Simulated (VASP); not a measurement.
# MgO (P6_3/mmc) in VASP: further runs

The runs below take MgO through single point, with LDA, BLYP, PBEsol.

All numbers are computed with VASP 6.6.1; they aren't measurements. Logs are shortened: lines on timing, memory, paths and dates and some standing lists are left out, and cuts for length are marked.

**1. The cell of the first run**

The structure is hexagonal, space group P6_3/mmc (No. 194). The conventional cell has a = 3.486 Å, b = 3.486 Å, c = 4.178 Å, α = 90.00°, β = 90.00°, γ = 120.00°. Mg (site symmetry -6m2) has 5 O at 2.01 to 2.09 Å within 2.7 Å. Within 2.7 Å of O (site symmetry -6m2) lie 5 Mg at 2.01 to 2.09 Å.

**2. Single point, LDA**

Contents of INCAR:

```
PREC = Accurate
ENCUT = 520
EDIFF = 1E-6
ISMEAR = 0
SIGMA = 0.01
LREAL = F
LASPH = T
NELM = 60
ALGO = Normal
ISIF = 2
LWAVE = F
LCHARG = T
GGA = CA
LELF = T
LVHAR = T
NBANDS = 16
```

Contents of KPOINTS:

```
Automatic mesh
0
Gamma
  6 6 4
```

Contents of POSCAR:

```
MgO
1.0
    3.4863800000      0.0000000000      0.0000000000
   -1.7431900000      3.0192900000      0.0000000000
    0.0000000000      0.0000000000      4.1780400000
Mg O
2 2
Direct
    0.6666666667      0.3333333333      0.7500000000
    0.3333333333      0.6666666667      0.2500000000
    0.6666666667      0.3333333333      0.2500000000
    0.3333333333      0.6666666667      0.7500000000
```

Potentials or basis: VASP PAW LDA potentials, release 64 (Mg, O).

Started as:

```console
$ cat potpaw_LDA.64/Mg/POTCAR potpaw_LDA.64/O/POTCAR > POTCAR
$ mpirun -np 1 vasp_std > vasp.out
```

OUTCAR:

```text
PREC = Accurate
   ENCUT = 520
   EDIFF = 1E-6
   ISMEAR = 0
   LREAL = F
   LASPH = T
   NELM = 60
   ISIF = 2
   GGA = CA

 ion  position               nearest neighbor table
   1  0.667  0.333  0.750-   4 2.01   4 2.01   4 2.01   3 2.09   3 2.09   2 2.90   2 2.90   2 2.90
                             2 2.90   2 2.90   2 2.90
   2  0.333  0.667  0.250-   3 2.01   3 2.01   3 2.01   4 2.09   4 2.09   1 2.90   1 2.90   1 2.90
                             1 2.90   1 2.90   1 2.90
   3  0.667  0.333  0.250-   2 2.01   2 2.01   2 2.01   1 2.09   1 2.09
   4  0.333  0.667  0.750-   1 2.01   1 2.01   1 2.01   2 2.09   2 2.09

  LATTYP: Found a hexagonal cell.
 ALAT       =     3.4863800000
 C/A-ratio  =     1.1983891601

  Lattice vectors:

 A1 = (   3.4863800000,   0.0000000000,   0.0000000000)
 A2 = (  -1.7431900000,   3.0192900000,   0.0000000000)
 A3 = (   0.0000000000,   0.0000000000,   4.1780400000)

Analysis of symmetry for initial positions (statically):
=====================================================================
 Subroutine PRICEL returns:
 Original cell was already a primitive cell.

 Routine SETGRP: Setting up the symmetry group for a
 hexagonal supercell.

 Subroutine GETGRP returns: Found 24 space group operations
 (whereof 12 operations were pure point group operations)
 out of a pool of 24 trial point group operations.

The static configuration has the point symmetry D_3d.
 The point group associated with its full space group is D_6h.

Analysis of symmetry for dynamics (positions and initial velocities):
=====================================================================
 Subroutine PRICEL returns:
 Original cell was already a primitive cell.

 Routine SETGRP: Setting up the symmetry group for a
 hexagonal supercell.

 Subroutine GETGRP returns: Found 24 space group operations
 (whereof 12 operations were pure point group operations)
 out of a pool of 24 trial point group operations.

The dynamic configuration has the point symmetry D_3d.
 The point group associated with its full space group is D_6h.

 Subroutine INISYM returns: Found 24 space group operations
 (whereof 12 operations are pure point group operations),
 and found     1 'primitive' translations

----------------------------------------------------------------------------------------

                                     Primitive cell

  volume of cell :      43.9797

  direct lattice vectors                    reciprocal lattice vectors
     3.486380000  0.000000000  0.000000000     0.286830466  0.165601847  0.000000000
    -1.743190000  3.019290000  0.000000000     0.000000000  0.331203694  0.000000000
     0.000000000  0.000000000  4.178040000     0.000000000  0.000000000  0.239346679

  length of vectors
     3.486380000  3.486376841  4.178040000     0.331203394  0.331203694  0.239346679

  position of ions in fractional coordinates (direct lattice)
     0.666666667  0.333333333  0.750000000
     0.333333333  0.666666667  0.250000000
     0.666666667  0.333333333  0.250000000
     0.333333333  0.666666667  0.750000000

  ion indices of the primitive-cell ions
   primitive index   ion index
                 1           1
                 2           2
                 3           3
                 4           4

----------------------------------------------------------------------------------------

 KPOINTS: Automatic mesh

Automatic generation of k-mesh.
 Grid dimensions read from file:
 generate k-points for:    6    6    4

 Generating k-lattice:

  Cartesian coordinates                     Fractional coordinates (reciprocal lattice)
     0.047805078  0.027600308  0.000000000     0.166666667  0.000000000  0.000000000
     0.000000000  0.055200616  0.000000000     0.000000000  0.166666667  0.000000000
     0.000000000  0.000000000  0.059836670     0.000000000  0.000000000  0.250000000

  Length of vectors
     0.055200566  0.055200616  0.059836670

  Shift w.r.t. Gamma in fractional coordinates (k-lattice)
     0.000000000  0.000000000  0.000000000

 Subroutine IBZKPT returns following result:
 ===========================================

 Found     21 irreducible k-points:

 Following reciprocal coordinates:
            Coordinates               Weight
  0.000000  0.000000  0.000000      1.000000
  0.166667  0.000000  0.000000      6.000000
  0.333333  0.000000  0.000000      6.000000
  0.500000  0.000000  0.000000      3.000000
  0.166667  0.166667  0.000000      6.000000
  0.333333  0.166667  0.000000     12.000000
[... 13 lines left out ...]
  0.333333  0.166667  0.500000     12.000000
  0.333333  0.333333  0.500000      2.000000
   k-points           NKPTS =     21   k-points in BZ     NKDIM =     21   number of bands    NBANDS=     16
   number of dos      NEDOS =    301   number of ions     NIONS =      4
   total plane-waves  NPLWV =  25088
   dimension x,y,z NGX =    28 NGY =   28 NGZ =   32
   dimension x,y,z NGXF=    56 NGYF=   56 NGZF=   64
   ions per type =               2   2
   NGX,Y,Z   is equivalent  to a cutoff of  13.35, 13.35, 12.73 a.u.
   NGXF,Y,Z  is equivalent  to a cutoff of  26.70, 26.70, 25.47 a.u.
 SYSTEM =  unknown system
   PREC   = accura    normal or accurate (medium, high low for compatibility)
   ISTART =      0    job   : 0-new  1-cont  2-samecut
   ICHARG =      2    charge: 1-file 2-atom 10-const
   ISPIN  =      1    spin polarized calculation?
   LNONCOLLINEAR =      F non collinear calculations
   LSORBIT =      F    spin-orbit coupling
   LASPH  =      T    aspherical Exc in radial PAW
   ENCUT  =  520.0 eV  38.22 Ry    6.18 a.u.   6.48  6.48  7.77*2*pi/ulx,y,z
   NELM   =     60;   NELMIN=  2; NELMDL= -5     # of ELM steps
   EDIFF  = 0.1E-05   stopping-criterion for ELM
   LREAL  =      F    real-space projection
   EDIFFG = 0.1E-04   stopping-criterion for IOM
   NSW    =      0    number of steps for IOM
   IBRION =     -1    ionic relax: 0-MD 1-quasi-New 2-CG
   NFREE  =      0    steps in history (QN), initial steepest desc. (CG)
   ISIF   =      2    stress and relaxation
   ISYM   =      2    0-nonsym 1-usesym 2-fastsym
   POTIM  = 0.5000    time-step for ionic-motion
   TEBEG  =    0.0;   TEEND  =   0.0 temperature during run
   PSTRESS=    0.0 pullay stress
   NELECT =      16.0000    total number of electrons
   NUPDOWN=      -1.0000    fix difference up-down
   EMIN   =  10.00;   EMAX   =-10.00  energy-range for DOS
   EFERMI =   0.00;   METHOD = LEGACY
   ISMEAR =     0;   SIGMA  =   0.01  broadening in eV -4-tet -1-fermi 0-gaus
   EFERMI_NEDOS =   21; number of points for ismear=-14 and -15
   IALGO  =     38    algorithm
   IMIX   =      4    mixing-type and parameters
     AMIX     =   0.40;   BMIX     =  1.00
     AMIX_MAG =   1.60;   BMIX_MAG =  1.00
  volume/ion in A,a.u.               =      10.99        74.20
  Fermi-wavevector in a.u.,A,eV,Ry     =   1.168685  2.208494 18.583170  1.365824
  Thomas-Fermi vector in A             =   2.305168
   LORBIT       =      0    0 simple, 1 ext, 2 COOP (PROOUT), +10 PAW based schemes
   GGA     = CA    functional components
   LHFCALC =     F    Hartree Fock is set to
   AEXX    =    0.0000 exact exchange contribution
   IVDW    =     0    specifies the selected vdW correction
   LEPSILON=     F    determine dielectric tensor
   LRPA    =     F    only Hartree local field effects (RPA)
 non-spin polarized calculation
 Gauss-broadening in eV      SIGMA  =   0.01
  energy-cutoff  :      520.00
  volume of cell :       43.98
 maximum number of plane-waves:      1204
 NGX is ok and might be reduce to    28
   NGX = 13   NGY = 13   NGZ = 15

 number of electron      15.9999999 magnetization

 Free energy of the ion-electron system (eV)
  ---------------------------------------------------
  ext. energy  EPLUGINS =         0.00000000
  ---------------------------------------------------
  free energy    TOTEN  =       -26.49666775 eV

  energy without entropy =      -26.49666775  energy(sigma->0) =      -26.49666775

 E-fermi :   1.7817     XC(G=0): -10.6012

 val. band max:        1.6802376959   @ k =   0.0000   0.0000   0.0000
 cond. band min:       5.0142378868   @ k =   0.0000   0.0000   0.0000
 fundamental gap:      3.3340001909
 Fermi energy:         1.7817278479

 k-point     1 :       0.0000    0.0000    0.0000
  band No.  band energies     occupation
      1     -14.9786      2.00000
      2     -13.5041      2.00000
      3      -2.0256      2.00000
      4      -0.0802      2.00000
      5      -0.0802      2.00000
      6       0.8686      2.00000
[... 8 lines left out ...]
     15      17.0377      0.00000
     16      17.0380      0.00000

 k-point     2 :       0.1667    0.0000    0.0000
  band No.  band energies     occupation
      1     -14.8386      2.00000
      2     -13.5304      2.00000
      3      -1.8090      2.00000
      4      -0.5367      2.00000
      5      -0.2771      2.00000
      6       0.3249      2.00000
[... 8 lines left out ...]
     15      16.0313      0.00000
     16      16.2555      0.00000

 k-point     3 :       0.3333    0.0000    0.0000
  band No.  band energies     occupation
      1     -14.4964      2.00000
      2     -13.6393      2.00000
      3      -1.5115      2.00000
      4      -1.2320      2.00000
      5      -0.5760      2.00000
      6      -0.1554      2.00000
[... 8 lines left out ...]
     15      15.5224      0.00000
     16      16.1164      0.00000

 k-point     4 :       0.5000    0.0000    0.0000
  band No.  band energies     occupation
      1     -14.2418      2.00000
      2     -13.7746      2.00000
      3      -1.9472      2.00000
      4      -0.7334      2.00000
      5      -0.7007      2.00000
      6      -0.3140      2.00000
[... 8 lines left out ...]
     15      16.0898      0.00000
     16      16.2255      0.00000
[... 267 lines left out ...]
 k-point    19 :       0.1667    0.1667    0.5000
  band No.  band energies     occupation
      1     -14.0598      2.00000
      2     -14.0598      2.00000
      3      -1.7639      2.00000
      4      -1.7639      2.00000
      5       0.0117      2.00000
      6       0.0117      2.00000
[... 8 lines left out ...]
     15      17.0154      0.00000
     16      17.0154      0.00000

 k-point    20 :       0.3333    0.1667    0.5000
  band No.  band energies     occupation
      1     -13.9418      2.00000
      2     -13.9418      2.00000
      3      -2.0997      2.00000
      4      -2.0997      2.00000
      5      -0.3623      2.00000
      6      -0.3623      2.00000
[... 8 lines left out ...]
     15      17.4818      0.00000
     16      17.4818      0.00000

 k-point    21 :       0.3333    0.3333    0.5000
  band No.  band energies     occupation
      1     -13.9026      2.00000
      2     -13.9026      2.00000
      3      -1.9855      2.00000
      4      -1.9855      2.00000
      5      -0.8530      2.00000
      6      -0.8530      2.00000
[... 8 lines left out ...]
     15      18.9778      0.00000
     16      18.9778      0.00000

------------------------ aborting loop because EDIFF is reached ----------------------------------------

  FORCE on cell =-STRESS in cart. coord.  units (eV):
  Direction    XX          YY          ZZ          XY          YZ          ZX
  --------------------------------------------------------------------------------------
  -------------------------------------------------------------------------------------
  Total       -1.5726794     -1.5726756     -1.5853359      0.0000000      0.0000000      0.0000000
  in kB      -57.2926124    -57.2924739    -57.7536903      0.0000000      0.0000000      0.0000000
  external PRESSURE =     -57.4462589 kB  Pullay stress =       0.0000000 kB

 VOLUME and BASIS-vectors are now :
 -----------------------------------------------------------------------------
  energy-cutoff  :      520.00
  volume of cell :       43.98
      direct lattice vectors                 reciprocal lattice vectors
     3.486380000  0.000000000  0.000000000     0.286830466  0.165601847  0.000000000
    -1.743190000  3.019290000  0.000000000     0.000000000  0.331203694  0.000000000
     0.000000000  0.000000000  4.178040000     0.000000000  0.000000000  0.239346679

 POSITION                                       TOTAL-FORCE (eV/Angst)
 -----------------------------------------------------------------------------------
      1.74319      1.00643      3.13353         0.000000     -0.000000      0.000000
     -0.00000      2.01286      1.04451         0.000000      0.000000      0.000000
      1.74319      1.00643      1.04451         0.000000      0.000000      0.000000
     -0.00000      2.01286      3.13353        -0.000000      0.000000      0.000000
 -----------------------------------------------------------------------------------
    total drift:                               -0.000000      0.000000     -0.000000

  FREE ENERGIE OF THE ION-ELECTRON SYSTEM (eV)
  ---------------------------------------------------
  free  energy   TOTEN  =       -26.4966677522 eV

  energy  without entropy=      -26.4966677522  energy(sigma->0) =      -26.49666775
```

It took 6 s on 1 thread of Intel Xeon 6975P-C, shared host; peak memory 0.15 GiB.

Results:

| Quantity | Value |
| --- | --- |
| Free energy | -26.4967 eV |
| Pressure | -5.7 GPa |
| Band gap on the k mesh | 3.33 eV, direct |

**3. Single point, BLYP**

Contents of INCAR:

```
AGGAC = 1.0
AGGAX = 1.0
ALDAC = 0.0
ALDAX = 1.0
ALGO = Normal
EDIFF = 1E-6
ENCUT = 520
GGA = B5
ISIF = 2
ISMEAR = 0
LASPH = T
LCHARG = F
LREAL = F
LWAVE = F
NBANDS = 16
NELM = 100
PREC = Accurate
SIGMA = 0.01
```

Contents of KPOINTS:

```
k-points
0
Gamma
  6 6 4
```

POSCAR is that of step 2.

Potentials or basis: VASP PAW PBE potentials, release 64 (Mg, O).

Started as:

```console
$ cat potpaw_PBE.64/Mg/POTCAR potpaw_PBE.64/O/POTCAR > POTCAR
$ mpirun -np 1 vasp_std > vasp.out
```

Run time: 14 s. Hardware: 1 thread of Intel Xeon 6975P-C, shared host; peak memory 0.17 GiB.

Results (log left out):

```
Free energy            : -22.6823 eV
Pressure               : 6.0 GPa
Band gap on the k mesh : 3.71 eV, direct
```

Stress tensor (GPa, compression positive):
```
5.54 0.00 0.00
0.00 5.54 0.00
0.00 0.00 6.80
```

Levels at points of the mesh, in eV from the valence-band top:
```
           k point  band 6  band 7  band 8  band 9  band 10  band 11
(0.00, 0.00, 0.00)   -0.79   -0.79    0.00    3.71     9.55    12.56
(0.50, 0.00, 0.00)   -1.94   -1.27   -0.52    7.28     9.20    10.20
(0.00, 0.00, 0.50)   -1.27   -1.27   -1.27    6.69     6.69    13.00
(0.50, 0.00, 0.50)   -1.52   -0.80   -0.80    7.61     7.61    12.08
```

Caveat: the PAW data sets were made with another functional, which shifts forces and pressure a little.

**4. Single point, PBEsol**

Contents of INCAR:

```
  PREC = Accurate
  ENCUT = 520
  EDIFF = 1E-6
  ISMEAR = 0
  SIGMA = 0.01
  LREAL = False
  LASPH = True
  NELM = 100
  ALGO = Normal
  ISIF = 2
  LWAVE = False
  LCHARG = False
  GGA = PS
  NBANDS = 16
```

Contents of KPOINTS:

```
regular mesh
0
Gamma
  6 6 4
```

POSCAR is that of step 3.

Started as:

```console
$ cat potpaw_PBE.64/Mg/POTCAR potpaw_PBE.64/O/POTCAR > POTCAR
$ mpirun -np 1 vasp_std > vasp.out
```

Wall time 7.2 s (1 thread of Intel Xeon 6975P-C, shared host); peak memory 0.16 GiB.

Results (log left out):

```
Free energy            : -24.7581 eV
Pressure               : 0.8 GPa
Band gap on the k mesh : 3.31 eV, direct
```

Stress tensor (GPa, compression positive):
```
0.66 0.00 0.00
0.00 0.66 0.00
0.00 0.00 0.95
```

Levels at points of the mesh, in eV from the valence-band top:
```csv
k point,band 4,band 5,band 6,band 7,band 8,band 9,band 10,band 11,band 12,band 13
"(0.00, 0.00, 0.00)",-1.76,-1.76,-0.81,-0.81,0.00,3.31,9.39,12.11,12.41,12.41
"(0.50, 0.00, 0.00)",-2.40,-2.37,-1.98,-1.32,-0.53,6.84,9.01,9.68,12.05,12.82
"(0.00, 0.00, 0.50)",-2.46,-1.30,-1.30,-1.30,-1.30,6.35,6.35,12.77,12.77,12.77
"(0.50, 0.00, 0.50)",-3.93,-1.56,-1.56,-0.83,-0.83,7.17,7.17,11.89,11.89,13.97
```

Caveat: the PAW data sets were made with another functional, which shifts forces and pressure a little.

**5. Overview**

| level | potentials or basis | gap on the mesh (eV) | pressure (GPa) |
| --- | --- | --- | --- |
| LDA | VASP PAW LDA potentials, release 64 (Mg, O) | 3.33 | -5.7 |
| BLYP | VASP PAW PBE potentials, release 64 (Mg, O) | 3.71 | 6.0 |
| PBEsol | VASP PAW PBE potentials, release 64 (Mg, O) | 3.31 | 0.8 |

Alike in all rows: task single point; no spin polarisation; cell as given; k mesh 6 × 6 × 4; cutoff (eV) 520; smearing gaussian 0.01 eV.

Caveats: the PAW data sets were made with another functional, which shifts forces and pressure a little (some runs).

Absolute energies hang on the potentials; compare differences alone.
